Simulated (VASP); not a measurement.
# InP (gw) (F-43m) in VASP: single point with PBEsol

Aim: the single point of InP (gw) with PBEsol.

Everything below comes from runs of VASP 6.6.1. Logs are shortened: lines on timing, memory, paths and dates and some standing lists are left out, and cuts for length are marked.

## (1) The cell of the first run

The structure is cubic, space group F-43m (No. 216). Conventional cell: a = 5.820 Å, b = 5.820 Å, c = 5.820 Å, α = 90.00°, β = 90.00°, γ = 90.00°. In (site symmetry -43m) has 4 P at 2.52 Å within 3.3 Å. Within 3.3 Å of P (site symmetry -43m) lie 4 In at 2.52 Å.

## (2) Single point, PBEsol

The input, INCAR:

```
SYSTEM = InP
PREC = Accurate
ENCUT = 500
EDIFF = 1E-6
ISMEAR = 0
SIGMA = 0.01
LREAL = .FALSE.
LASPH = .TRUE.
NELM = 120
ALGO = Normal
ISIF = 2
LWAVE = .FALSE.
LCHARG = .FALSE.
GGA = PS
NBANDS = 16
GGA_COMPAT = .FALSE.
```

The input, KPOINTS:

```
regular mesh
0
G
  4 4 4
  0 0 0
```

The input, POSCAR:

```
InP
1.0
    0.0000000000      2.9097962392      2.9097962392
    2.9097962392      0.0000000000      2.9097962392
    2.9097962392      2.9097962392      0.0000000000
In P
1 1
Direct
    0.0000000000      0.0000000000      0.0000000000
    0.2500000000      0.2500000000      0.2500000000
```

Potentials or basis: VASP PAW PBE potentials, release 64 (In_d, P).

On the command line:

```console
$ cat potpaw_PBE.64/In_d/POTCAR potpaw_PBE.64/P/POTCAR > POTCAR
$ mpirun -np 1 vasp_std > vasp.out
```

OUTCAR:

```text
SYSTEM = InP
   PREC = Accurate
   ENCUT = 500
   EDIFF = 1E-6
   ISMEAR = 0
   LREAL = .FALSE.
   LASPH = .TRUE.
   NELM = 120
   ISIF = 2
   GGA = PS

 ion  position               nearest neighbor table
   1  0.000  0.000  0.000-   2 2.52   2 2.52   2 2.52   2 2.52
   2  0.250  0.250  0.250-   1 2.52   1 2.52   1 2.52   1 2.52

  LATTYP: Found a face centered cubic cell.
 ALAT       =     5.8195924784

  Lattice vectors:

 A1 = (   0.0000000000,   2.9097962392,   2.9097962392)
 A2 = (   2.9097962392,   0.0000000000,   2.9097962392)
 A3 = (   2.9097962392,   2.9097962392,   0.0000000000)

Analysis of symmetry for initial positions (statically):
=====================================================================
 Subroutine PRICEL returns:
 Original cell was already a primitive cell.

 Routine SETGRP: Setting up the symmetry group for a
 face centered cubic supercell.

 Subroutine GETGRP returns: Found 24 space group operations
 (whereof 24 operations were pure point group operations)
 out of a pool of 48 trial point group operations.

The static configuration has the point symmetry T_d .

Analysis of symmetry for dynamics (positions and initial velocities):
=====================================================================
 Subroutine PRICEL returns:
 Original cell was already a primitive cell.

 Routine SETGRP: Setting up the symmetry group for a
 face centered cubic supercell.

 Subroutine GETGRP returns: Found 24 space group operations
 (whereof 24 operations were pure point group operations)
 out of a pool of 48 trial point group operations.

The dynamic configuration has the point symmetry T_d .

 Subroutine INISYM returns: Found 24 space group operations
 (whereof 24 operations are pure point group operations),
 and found     1 'primitive' translations

----------------------------------------------------------------------------------------

                                     Primitive cell

  volume of cell :      49.2740

  direct lattice vectors                    reciprocal lattice vectors
     0.000000000  2.909796239  2.909796239    -0.171833338  0.171833338  0.171833338
     2.909796239  0.000000000  2.909796239     0.171833338 -0.171833338  0.171833338
     2.909796239  2.909796239  0.000000000     0.171833338  0.171833338 -0.171833338

  length of vectors
     4.115073305  4.115073305  4.115073305     0.297624071  0.297624071  0.297624071

  position of ions in fractional coordinates (direct lattice)
     0.000000000  0.000000000  0.000000000
     0.250000000  0.250000000  0.250000000

  ion indices of the primitive-cell ions
   primitive index   ion index
                 1           1
                 2           2

----------------------------------------------------------------------------------------

 KPOINTS: regular mesh

Automatic generation of k-mesh.
 Grid dimensions read from file:
 generate k-points for:    4    4    4

 Generating k-lattice:

  Cartesian coordinates                     Fractional coordinates (reciprocal lattice)
    -0.042958334  0.042958334  0.042958334     0.250000000  0.000000000  0.000000000
     0.042958334 -0.042958334  0.042958334     0.000000000  0.250000000  0.000000000
     0.042958334  0.042958334 -0.042958334     0.000000000  0.000000000  0.250000000

  Length of vectors
     0.074406018  0.074406018  0.074406018

  Shift w.r.t. Gamma in fractional coordinates (k-lattice)
     0.000000000  0.000000000  0.000000000

 Subroutine IBZKPT returns following result:
 ===========================================

 Found      8 irreducible k-points:

 Following reciprocal coordinates:
            Coordinates               Weight
  0.000000  0.000000  0.000000      1.000000
  0.250000  0.000000  0.000000      8.000000
  0.500000  0.000000  0.000000      4.000000
  0.250000  0.250000  0.000000      6.000000
  0.500000  0.250000  0.000000     24.000000
 -0.250000  0.250000  0.000000     12.000000
  0.500000  0.500000  0.000000      3.000000
 -0.250000  0.500000  0.250000      6.000000
   k-points           NKPTS =      8   k-points in BZ     NKDIM =      8   number of bands    NBANDS=     16
   number of dos      NEDOS =    301   number of ions     NIONS =      2
   total plane-waves  NPLWV =  27000
   dimension x,y,z NGX =    30 NGY =   30 NGZ =   30
   dimension x,y,z NGXF=    60 NGYF=   60 NGZF=   60
   ions per type =               1   1
   NGX,Y,Z   is equivalent  to a cutoff of  12.12, 12.12, 12.12 a.u.
   NGXF,Y,Z  is equivalent  to a cutoff of  24.24, 24.24, 24.24 a.u.
 SYSTEM =  InP
   PREC   = accura    normal or accurate (medium, high low for compatibility)
   ISTART =      0    job   : 0-new  1-cont  2-samecut
   ICHARG =      2    charge: 1-file 2-atom 10-const
   ISPIN  =      1    spin polarized calculation?
   LNONCOLLINEAR =      F non collinear calculations
   LSORBIT =      F    spin-orbit coupling
   LASPH  =      T    aspherical Exc in radial PAW
   ENCUT  =  500.0 eV  36.75 Ry    6.06 a.u.   7.50  7.50  7.50*2*pi/ulx,y,z
   NELM   =    120;   NELMIN=  2; NELMDL= -5     # of ELM steps
   EDIFF  = 0.1E-05   stopping-criterion for ELM
   LREAL  =      F    real-space projection
   EDIFFG = 0.1E-04   stopping-criterion for IOM
   NSW    =      0    number of steps for IOM
   IBRION =     -1    ionic relax: 0-MD 1-quasi-New 2-CG
   NFREE  =      0    steps in history (QN), initial steepest desc. (CG)
   ISIF   =      2    stress and relaxation
   ISYM   =      2    0-nonsym 1-usesym 2-fastsym
   POTIM  = 0.5000    time-step for ionic-motion
   TEBEG  =    0.0;   TEEND  =   0.0 temperature during run
   PSTRESS=    0.0 pullay stress
   NELECT =      18.0000    total number of electrons
   NUPDOWN=      -1.0000    fix difference up-down
   EMIN   =  10.00;   EMAX   =-10.00  energy-range for DOS
   EFERMI =   0.00;   METHOD = LEGACY
   ISMEAR =     0;   SIGMA  =   0.01  broadening in eV -4-tet -1-fermi 0-gaus
   EFERMI_NEDOS =   21; number of points for ismear=-14 and -15
   IALGO  =     38    algorithm
   IMIX   =      4    mixing-type and parameters
     AMIX     =   0.40;   BMIX     =  1.00
     AMIX_MAG =   1.60;   BMIX_MAG =  1.00
  volume/ion in A,a.u.               =      24.64       166.26
  Fermi-wavevector in a.u.,A,eV,Ry     =   1.170289  2.211525 18.634215  1.369576
  Thomas-Fermi vector in A             =   2.306750
   LORBIT       =      0    0 simple, 1 ext, 2 COOP (PROOUT), +10 PAW based schemes
   GGA     = PS    functional components
   LHFCALC =     F    Hartree Fock is set to
   AEXX    =    0.0000 exact exchange contribution
   IVDW    =     0    specifies the selected vdW correction
   LEPSILON=     F    determine dielectric tensor
   LRPA    =     F    only Hartree local field effects (RPA)
 non-spin polarized calculation
 Gauss-broadening in eV      SIGMA  =   0.01
  energy-cutoff  :      500.00
  volume of cell :       49.27
 maximum number of plane-waves:      1283
 NGX is ok and might be reduce to    30
   NGX = 15   NGY = 15   NGZ = 15

 number of electron      18.0000011 magnetization

 Free energy of the ion-electron system (eV)
  ---------------------------------------------------
  ext. energy  EPLUGINS =         0.00000000
  ---------------------------------------------------
  free energy    TOTEN  =        -9.02690133 eV

  energy without entropy =       -9.02690133  energy(sigma->0) =       -9.02690133

 E-fermi :   5.4749     XC(G=0):  -9.5557

 val. band max:        5.3751791355   @ k =   0.0000   0.0000   0.0000
 cond. band min:       6.0878095297   @ k =   0.0000   0.0000   0.0000
 fundamental gap:      0.7126303943
 Fermi energy:         5.4748500162

 k-point     1 :       0.0000    0.0000    0.0000
  band No.  band energies     occupation
      1      -8.8702      2.00000
      2      -8.8702      2.00000
      3      -8.8702      2.00000
      4      -8.7070      2.00000
      5      -8.7070      2.00000
      6      -6.3294      2.00000
      7       5.3752      2.00000
      8       5.3752      2.00000
      9       5.3752      2.00000
     10       6.0878      0.00000
     11       9.3552      0.00000
     12       9.3552      0.00000
     13       9.3552      0.00000
     14      13.8046      0.00000
     15      14.8143      0.00000
     16      14.8143      0.00000

 k-point     2 :       0.2500    0.0000    0.0000
  band No.  band energies     occupation
      1      -8.9384      2.00000
      2      -8.8449      2.00000
      3      -8.8449      2.00000
      4      -8.7042      2.00000
      5      -8.7042      2.00000
      6      -5.6208      2.00000
      7       1.8302      2.00000
      8       4.7844      2.00000
      9       4.7844      2.00000
     10       7.1155      0.00000
     11      10.0797      0.00000
     12      10.0797      0.00000
     13      10.6495      0.00000
     14      13.8893      0.00000
     15      13.8893      0.00000
     16      14.3292      0.00000

 k-point     3 :       0.5000    0.0000    0.0000
  band No.  band energies     occupation
      1      -8.9996      2.00000
      2      -8.8283      2.00000
      3      -8.8283      2.00000
      4      -8.6921      2.00000
      5      -8.6921      2.00000
      6      -4.5021      2.00000
      7      -0.5659      2.00000
      8       4.3513      2.00000
      9       4.3513      2.00000
     10       6.8026      0.00000
     11      10.0802      0.00000
     12      10.0802      0.00000
     13      12.3390      0.00000
     14      14.7800      0.00000
     15      16.0157      0.00000
     16      16.0157      0.00000

 k-point     4 :       0.2500    0.2500    0.0000
  band No.  band energies     occupation
      1      -8.9809      2.00000
      2      -8.8147      2.00000
      3      -8.8147      2.00000
      4      -8.7333      2.00000
      5      -8.6879      2.00000
      6      -5.3896      2.00000
      7       1.9743      2.00000
      8       3.8840      2.00000
      9       3.8840      2.00000
     10       7.6948      0.00000
     11       8.4668      0.00000
     12      11.7295      0.00000
     13      11.7295      0.00000
     14      12.2156      0.00000
     15      15.3494      0.00000
     16      17.4428      0.00000

 k-point     5 :       0.5000    0.2500    0.0000
  band No.  band energies     occupation
      1      -9.0234      2.00000
      2      -8.8035      2.00000
      3      -8.7893      2.00000
      4      -8.7297      2.00000
      5      -8.6838      2.00000
      6      -4.2339      2.00000
      7      -0.1127      2.00000
      8       2.5150      2.00000
      9       3.5420      2.00000
     10       7.7995      0.00000
     11       9.7195      0.00000
     12      11.4785      0.00000
     13      11.9998      0.00000
     14      14.8189      0.00000
     15      16.1531      0.00000
     16      17.3921      0.00000

 k-point     6 :      -0.2500    0.2500    0.0000
  band No.  band energies     occupation
      1      -8.9928      2.00000
      2      -8.8211      2.00000
      3      -8.8119      2.00000
      4      -8.7087      2.00000
      5      -8.7018      2.00000
      6      -4.6511      2.00000
      7       0.4751      2.00000
      8       2.3919      2.00000
      9       4.2917      2.00000
     10       8.3273      0.00000
     11      10.3518      0.00000
     12      10.8919      0.00000
     13      10.9544      0.00000
     14      13.3886      0.00000
     15      15.7438      0.00000
     16      17.2372      0.00000

 k-point     7 :       0.5000    0.5000    0.0000
  band No.  band energies     occupation
      1      -9.0692      2.00000
      2      -8.7649      2.00000
      3      -8.7562      2.00000
      4      -8.7562      2.00000
      5      -8.6686      2.00000
      6      -3.8083      2.00000
      7      -0.5629      2.00000
      8       2.9354      2.00000
      9       2.9354      2.00000
     10       6.9359      0.00000
     11       7.5107      0.00000
     12      14.6037      0.00000
     13      15.0259      0.00000
     14      15.0259      0.00000
     15      16.1349      0.00000
     16      17.1973      0.00000

 k-point     8 :      -0.2500    0.5000    0.2500
  band No.  band energies     occupation
      1      -9.0329      2.00000
      2      -8.8053      2.00000
      3      -8.7665      2.00000
      4      -8.7297      2.00000
      5      -8.6908      2.00000
      6      -3.7169      2.00000
      7      -0.4052      2.00000
      8       2.2659      2.00000
      9       2.2909      2.00000
     10       9.5524      0.00000
     11       9.7864      0.00000
     12      10.8692      0.00000
     13      11.4384      0.00000
     14      15.6213      0.00000
     15      16.7266      0.00000
     16      17.3765      0.00000

------------------------ aborting loop because EDIFF is reached ----------------------------------------

  FORCE on cell =-STRESS in cart. coord.  units (eV):
  Direction    XX          YY          ZZ          XY          YZ          ZX
  --------------------------------------------------------------------------------------
  -------------------------------------------------------------------------------------
  Total        0.7276622      0.7276622      0.7276622      0.0000000      0.0000000     -0.0000000
  in kB       23.6604321     23.6604321     23.6604321      0.0000000      0.0000000     -0.0000000
  external PRESSURE =      23.6604321 kB  Pullay stress =       0.0000000 kB

 VOLUME and BASIS-vectors are now :
 -----------------------------------------------------------------------------
  energy-cutoff  :      500.00
  volume of cell :       49.27
      direct lattice vectors                 reciprocal lattice vectors
     0.000000000  2.909796239  2.909796239    -0.171833338  0.171833338  0.171833338
     2.909796239  0.000000000  2.909796239     0.171833338 -0.171833338  0.171833338
     2.909796239  2.909796239  0.000000000     0.171833338  0.171833338 -0.171833338

 POSITION                                       TOTAL-FORCE (eV/Angst)
 -----------------------------------------------------------------------------------
      0.00000      0.00000      0.00000        -0.000000     -0.000000     -0.000000
      1.45490      1.45490      1.45490         0.000000      0.000000      0.000000
 -----------------------------------------------------------------------------------
    total drift:                                0.000000      0.000000      0.000000

  FREE ENERGIE OF THE ION-ELECTRON SYSTEM (eV)
  ---------------------------------------------------
  free  energy   TOTEN  =        -9.0269013252 eV

  energy  without entropy=       -9.0269013252  energy(sigma->0) =       -9.02690133
```

Wall time 3.8 s (1 thread of Intel Xeon 6975P-C (Granite Rapids), shared host); peak memory 0.16 GiB.

Results:

```yaml
Free_energy: -9.0269 eV
Pressure: 2.4 GPa
Band_gap_on_the_k_mesh: 0.71 eV, direct
```

Caveat: the k points lie up to 0.47 Å⁻¹ apart; the PAW data sets were made with another functional, which shifts forces and pressure a little; spin-orbit coupling is left out, which moves the levels of the heavy elements.
